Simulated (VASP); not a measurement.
Here is a VASP 6.6.1 calculation.

The input INCAR:

```
SYSTEM = I
PREC = Accurate
ENCUT = 520
EDIFF = 1E-6
ISMEAR = -1
SIGMA = 0.02
LREAL = .False.
LASPH = .True.
NELM = 100
ALGO = Normal
ISIF = 2
LWAVE = .False.
LCHARG = .False.
GGA = PE
NBANDS = 10
```

Contents of KPOINTS:

```
Automatic mesh
0
Gamma
  9 9 9
  0 0 0
```

POSCAR

```
I
1.0
    2.0830981500      2.0830981500      2.0830981500
   -2.0830981500      2.0830981500      2.0830981500
   -2.0830981500     -2.0830981500      2.0830981500
I
1
Direct
    0.0000000000      0.0000000000      0.0000000000
```

Potentials or basis: VASP PAW PBE potentials, release 64 (I).

Run with:

```console
$ cat potpaw_PBE.64/I/POTCAR > POTCAR
$ mpirun -np 1 vasp_std > vasp.out
```

Q: What does it give for the band gap on the k mesh?

A: Zero (an odd number of electrons rules out a gap without spin polarisation).

Q: Estimate the pressure.

A: 0.0 GPa.

Caveat: spin-orbit coupling is left out, which moves the levels of the heavy elements; an odd number of electrons without spin polarisation forces a metal; a magnetic or distorted state may lie lower.
